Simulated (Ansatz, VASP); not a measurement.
## Two plane-wave programs on Cl

```
Cl
1.0
     3.29222   -2.03432    0.00000
     3.29222    2.03432    0.00000
     0.00000    0.00000    8.09877
Cl
4
Direct
  0.87565 0.12435 0.10880
  0.62435 0.37565 0.60880
  0.12435 0.87565 0.89120
  0.37565 0.62435 0.39120
```

Alike in both runs: task single point; functional LDA; k mesh 8 × 8 × 4; occupations gaussian, width 0.02 eV; no spin polarisation.

|  | VASP | Ansatz |
| --- | --- | --- |
| version | VASP 6.6.1 | Ansatz 0.2.0 |
| potentials or method | VASP PAW LDA potentials, release 64 (Cl), cutoff 520 eV | scalar-relativistic, plane waves, PAW |
| valence electrons in the cell | 28 | 28 |

VASP gave:

```
gap on the k mesh at the Fermi level (eV)                     : 2.07
least direct gap on the mesh (eV)                             : 2.07
pressure (GPa)                                                : -2.6
traceless stress, the component that is largest in VASP (GPa) : 1.37
rms of the force components (eV/Å)                            : 0.131
```

What did Ansatz give for the same quantities?

gap on the k mesh at the Fermi level (eV): 2.04; least direct gap on the mesh (eV): 2.04; pressure (GPa): -2.3; traceless stress, the component that is largest in VASP (GPa): 1.16; rms of the force components (eV/Å): 0.059.

LDA's correlation is that of Perdew and Zunger in VASP and of Perdew and Wang (1992) in Ansatz. Atom by atom the forces differ by 0.075 eV/Å (rms over components).
